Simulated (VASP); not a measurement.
**BN: single point with r2SCAN**

Crystal: BN.

```xyz
4
Lattice="2.5412 0.0000 0.0000 -1.2706 2.2007 0.0000 0.0000 0.0000 4.2269" Properties=species:S:1:pos:R:3 pbc="T T T"
B     1.2706    0.7336    4.2257
B     0.0000    1.4671    2.1123
N     1.2706    0.7336    2.6430
N     0.0000    1.4671    0.5295
```

This cell differs from its parent crystal: strain -0.0050 x Voigt [1, 1, 0, 0, 0, 0].

| Item | Value |
| --- | --- |
| Program | VASP 6.6.1 |
| Task | single point |
| Functional | r2SCAN |
| Potentials or basis | VASP PAW PBE potentials, release 64 (B_h, N_h) |
| Cutoff | 910 eV |
| k mesh | 12 × 12 × 6 |
| Occupations | gaussian, width 0.05 eV |
| Spin | no spin polarisation |

- Pressure: -1.5 GPa
- Largest force: 0.022 eV/Å
- Band gap on the k mesh: 5.71 eV (least direct gap 8.99 eV)

Forces in eV/Å, atoms in the order of the input:
```
B    0.000  0.000  0.022
B    0.000  0.000  0.022
N    0.000  0.000 -0.022
N    0.000  0.000 -0.022
```

Stress tensor (GPa, compression positive):
```
 0.36  0.00  0.00
 0.00  0.36  0.00
 0.00  0.00 -5.20
```

Levels at points of the mesh, in eV from the valence-band top:
```tsv
k point	band 5	band 6	band 7	band 8	band 9	band 10	band 11	band 12
(0.00, 0.00, 0.00)	-2.16	-0.30	0.00	0.00	9.12	9.14	9.14	10.30
(0.50, 0.00, 0.00)	-7.18	-5.14	-4.51	-2.21	7.35	8.56	11.41	12.22
(0.00, 0.00, 0.50)	-1.19	-1.19	-1.19	-1.19	10.31	10.31	10.73	10.73
(0.50, 0.00, 0.50)	-3.90	-3.90	-3.75	-3.75	7.18	7.18	10.67	10.67
```

Run time: 2.5 min on 1 thread of AMD EPYC 9R45 96-Core Processor (Zen 5), on a shared host, peak memory 0.18 GiB.

Caveat: the cell differs from its parent crystal (strain -0.0050 x Voigt [1, 1, 0, 0, 0, 0]); the cutoff is under 1.25 times the usual one of these potentials, so pressure, stress and relaxed cells hold a basis-set (Pulay) error; the PAW data sets were made with another functional, which shifts forces and pressure a little. A k mesh can miss the band edges.
